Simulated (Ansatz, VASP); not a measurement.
# Two plane-wave programs on PbSe

Contents of POSCAR:

```
PbSe
1.0
    3.7681579098      0.0000000000      0.0000000000
    0.0000000000      3.7681579098      0.0000000000
    0.0000000000      0.0000000000      3.7681579098
Pb Se
1 1
Direct
    0.0000000000      0.0000000000      0.0000000000
    0.5000000000      0.5000000000      0.5000000000
```

INCAR.step1

```
SYSTEM = PbSe
PREC     = Accurate       ! precision mode
ENCUT    = 520            ! plane-wave cutoff, eV
ISMEAR   = -1             ! smearing method
SIGMA    = 0.02           ! smearing width, eV
LREAL    = .FALSE.        ! projectors in reciprocal space
LASPH    = .TRUE.         ! aspherical terms in the spheres
NELM     = 80             ! most SCF steps
NBANDS   = 17             ! bands
GGA      = PE             ! functional
ALGO     = Normal         ! electronic algorithm
EDIFF    = 1E-4           ! SCF threshold, eV
LWAVE    = .TRUE.         ! write WAVECAR
LCHARG   = .FALSE.        ! write CHGCAR
```

Contents of INCAR.step2:

```
SYSTEM = PbSe
PREC     = Accurate       ! precision mode
ENCUT    = 520            ! plane-wave cutoff, eV
EDIFF    = 1E-6           ! SCF threshold, eV
ISMEAR   = -1             ! smearing method
SIGMA    = 0.02           ! smearing width, eV
LREAL    = .FALSE.        ! projectors in reciprocal space
LASPH    = .TRUE.         ! aspherical terms in the spheres
NELM     = 80             ! most SCF steps
ALGO     = Normal         ! electronic algorithm
ISIF     = 2              ! what is computed and relaxed
LWAVE    = .FALSE.        ! write WAVECAR
LCHARG   = .FALSE.        ! write CHGCAR
METAGGA  = R2SCAN         ! meta-GGA
LMIXTAU  = .TRUE.       
NBANDS   = 17             ! bands
ISTART   = 1
```

The input KPOINTS:

```
regular mesh
0
G
  6 6 6
  0 0 0
```

Input for Ansatz:

```yaml
crystal:
  lattice:
    - [3.7681579098, 0.0, 0.0]
    - [0.0, 3.7681579098, 0.0]
    - [0.0, 0.0, 3.7681579098]
  atoms:
    - { symbol: Pb, position: [0.0, 0.0, 0.0] }
    - { symbol: Se, position: [0.5, 0.5, 0.5] }
kpoints:
  mp_grid: { grid: [6, 6, 6] }
hamiltonian:
  xc: r2scan
scf:
  occupations: { method: fermi_dirac, width: 0.02 }
  n_extra_bands: 4
output:
  forces: true
  stress: true
  eigenvalues: true
```

Alike in both runs: task single point; functional r2SCAN; k mesh 6 × 6 × 6; occupations fermi-dirac, width 0.02 eV; no spin polarisation.

```csv
,VASP,Ansatz
version,VASP 6.6.1,Ansatz 0.2.0
potentials or method,"VASP PAW PBE potentials, release 64 (Pb_d, Se)","plane waves, PAW"
plane-wave cutoff (eV),520,500
valence electrons in the cell,20,30
```

|  | VASP | Ansatz | Ansatz less VASP |
| --- | --- | --- | --- |
| pressure (GPa) | 0.1 | 0.0 | -0.07 |

VASP's potentials were made for PBE, not for r2SCAN. VASP's potentials hold 20 valence electrons a cell and Ansatz's 30, so a difference there can come from the potentials and not from the codes.

Spin-orbit coupling is off throughout.
